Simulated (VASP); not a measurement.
# Li (Cmmm) in VASP: notebook, part 2 of 2

VASP 6.6.1. The steps go on from the part before.

## Step 3: Relaxation of cell and atoms, PBE

The input, INCAR:

```
PREC = Accurate
ENCUT = 600
EDIFF = 1E-6
ISMEAR = 0
SIGMA = 0.1
LREAL = F
LASPH = T
NELM = 60
ALGO = Normal
ISIF = 3
LWAVE = F
LCHARG = F
GGA = PE
IBRION = 2
NSW = 90
EDIFFG = -0.04
```

The input, KPOINTS:

```
Automatic mesh
0
Gamma
  8 8 6
```

The input, POSCAR:

```
Li
1.0
    1.3539214700     -2.9786783000      0.0000000000
    1.3539214700      2.9786783000      0.0000000000
    0.0000000000      0.0000000000      2.6606900500
Li
1
Direct
    0.0000000000      0.0000000000      0.0000000000
```

Potentials or basis: VASP PAW PBE potentials, release 64 (Li_sv).

Launch:

```bash
$ cat potpaw_PBE.64/Li_sv/POTCAR > POTCAR
$ mpirun -np 1 vasp_std > vasp.out
```

OUTCAR:

```text
PREC = Accurate
   ENCUT = 600
   EDIFF = 1E-6
   ISMEAR = 0
   LREAL = F
   LASPH = T
   NELM = 60
   ISIF = 3
   GGA = PE
   IBRION = 2
   NSW = 90
   EDIFFG = -0.04

 ion  position               nearest neighbor table
   1  0.000  0.000  0.000-

  LATTYP: Found a base centered orthorhombic cell.
 ALAT       =     2.7078429400
 B/A-ratio  =     2.2000377171
 C/A-ratio  =     0.9825865491

  Lattice vectors:

 A1 = (   1.3539214700,  -2.9786783000,   0.0000000000)
 A2 = (   1.3539214700,   2.9786783000,   0.0000000000)
 A3 = (   0.0000000000,   0.0000000000,   2.6606900500)

Analysis of symmetry for initial positions (statically):
=====================================================================
 Subroutine PRICEL returns:
 Original cell was already a primitive cell.

 Routine SETGRP: Setting up the symmetry group for a
 base centered orthorhombic supercell.

 Subroutine GETGRP returns: Found  8 space group operations
 (whereof  8 operations were pure point group operations)
 out of a pool of  8 trial point group operations.

The static configuration has the point symmetry D_2h.

Analysis of symmetry for dynamics (positions and initial velocities):
=====================================================================
 Subroutine PRICEL returns:
 Original cell was already a primitive cell.

 Routine SETGRP: Setting up the symmetry group for a
 base centered orthorhombic supercell.

 Subroutine GETGRP returns: Found  8 space group operations
 (whereof  8 operations were pure point group operations)
 out of a pool of  8 trial point group operations.

The dynamic configuration has the point symmetry D_2h.

 Subroutine INISYM returns: Found  8 space group operations
 (whereof  8 operations are pure point group operations),
 and found     1 'primitive' translations

[... 119 lines left out ...]
   AEXX    =    0.0000 exact exchange contribution
   IVDW    =     0    specifies the selected vdW correction
   LEPSILON=     F    determine dielectric tensor
   LRPA    =     F    only Hartree local field effects (RPA)
 conjugate gradient relaxation of ions
 non-spin polarized calculation
 Gauss-broadening in eV      SIGMA  =   0.10
  energy-cutoff  :      600.00
  volume of cell :       21.46
 maximum number of plane-waves:       734
 NGX is ok and might be reduce to    28
   NGX = 13   NGY = 13   NGZ = 11

--------------------------------------- Ionic step        1  -------------------------------------------

 number of electron       3.0000000 magnetization

 Free energy of the ion-electron system (eV)
  ---------------------------------------------------
  ext. energy  EPLUGINS =         0.00000000
  ---------------------------------------------------
  free energy    TOTEN  =        -1.77567465 eV

  energy without entropy =       -1.77403905  energy(sigma->0) =       -1.77485685

------------------------ aborting loop because EDIFF is reached ----------------------------------------

  FORCE on cell =-STRESS in cart. coord.  units (eV):
  Direction    XX          YY          ZZ          XY          YZ          ZX
  --------------------------------------------------------------------------------------
  -------------------------------------------------------------------------------------
  Total        0.2539576     -0.7326843      0.2944076     -0.0000000      0.0000000      0.0000000
  in kB       18.9596537    -54.6998458     21.9795251     -0.0000000      0.0000000      0.0000000
  external PRESSURE =      -4.5868890 kB  Pullay stress =       0.0000000 kB
[... 197 lines left out ...]
--------------------------------------- Ionic step        7  -------------------------------------------

 number of electron       2.9999998 magnetization

 Free energy of the ion-electron system (eV)
  ---------------------------------------------------
  ext. energy  EPLUGINS =         0.00000000
  ---------------------------------------------------
  free energy    TOTEN  =        -1.83202894 eV

  energy without entropy =       -1.82749436  energy(sigma->0) =       -1.82976165

 E-fermi :   0.6906     XC(G=0):  -7.0432

 val. band max:        0.6606922139   @ k =   0.5000   0.2500   0.1667
 cond. band min:       0.6916380907   @ k =   0.5000   0.3750   0.1667
 fundamental gap:      0.0309458768
 Fermi energy:         0.6905518555

 k-point     1 :       0.0000    0.0000    0.0000
  band No.  band energies     occupation
      1     -46.0652      2.00000
      2      -2.9188      2.00000
      3      13.0247      0.00000
      4      13.5592      0.00000
      5      15.6833      0.00000
[... 177 lines left out ...]
 k-point    24 :       0.2500    0.0000    0.1667
  band No.  band energies     occupation
      1     -46.0492      2.00000
      2      -1.3801      2.00000
      3       8.1439      0.00000
      4      10.9440      0.00000
      5      11.6596      0.00000

 [... further k-points ...]

------------------------ aborting loop because EDIFF is reached ----------------------------------------

  FORCE on cell =-STRESS in cart. coord.  units (eV):
  Direction    XX          YY          ZZ          XY          YZ          ZX
  --------------------------------------------------------------------------------------
  -------------------------------------------------------------------------------------
  Total        0.0005299     -0.0246694     -0.0312376     -0.0000000      0.0000000      0.0000000
  in kB        0.0418865     -1.9501139     -2.4693304     -0.0000000      0.0000000      0.0000000
  external PRESSURE =      -1.4591859 kB  Pullay stress =       0.0000000 kB
[... 16 lines left out ...]
  FREE ENERGIE OF THE ION-ELECTRON SYSTEM (eV)
  ---------------------------------------------------
  free  energy   TOTEN  =        -1.8320289358 eV

  energy  without entropy=       -1.8274943557  energy(sigma->0) =       -1.82976165

 reached required accuracy - stopping structural energy minimisation
```

Run time: 56 s. Hardware: 1 thread of AMD EPYC 7R13, shared host; peak memory 0.11 GiB.

What came out:

* Free energy: -1.8320 eV
* Relaxed volume: 20.27 Å³/atom
* Relaxed cell: a = 2.980 Å, b = 2.980 Å, c = 2.700 Å, α = 90.00°, β = 90.00°, γ = 122.27°
* Space group after relaxing (to 0.1 Å): Cmmm (No. 65)
* Energy gained by relaxing: 56.4 meV/atom
* Ionic steps: 7
* Pressure after relaxing: -0.1 GPa
* Band gap on the k mesh: zero (an odd number of electrons rules out a gap without spin polarisation)

The path:
```csv
step,energy change (eV),largest force (eV/Å),pressure (GPa),volume (Å³)
1,0.0000,0.0000,-0.46,21.46
2,-0.0279,0.0000,-0.56,21.25
3,-0.0468,0.0000,-0.50,20.94
4,-0.0497,0.0000,-0.39,20.77
5,-0.0500,0.0000,-0.33,20.71
6,-0.0542,0.0000,-0.27,20.50
7,-0.0564,0.0000,-0.15,20.27
```

Final structure:
```yaml
crystal:
  lattice:
    - [1.43830, -2.60943, 0.00000]
    - [1.43830, 2.60943, 0.00000]
    - [0.00000, 0.00000, 2.70012]
  atoms:
    - { symbol: Li, position: [0.00000, 0.00000, 0.00000] }
```

Caveat: the k points lie up to 0.39 Å⁻¹ apart in the final cell, too coarse for converged energies and pressures of a metal; the cutoff is under 1.25 times the usual one of these potentials, so pressure, stress and relaxed cells hold a basis-set (Pulay) error.
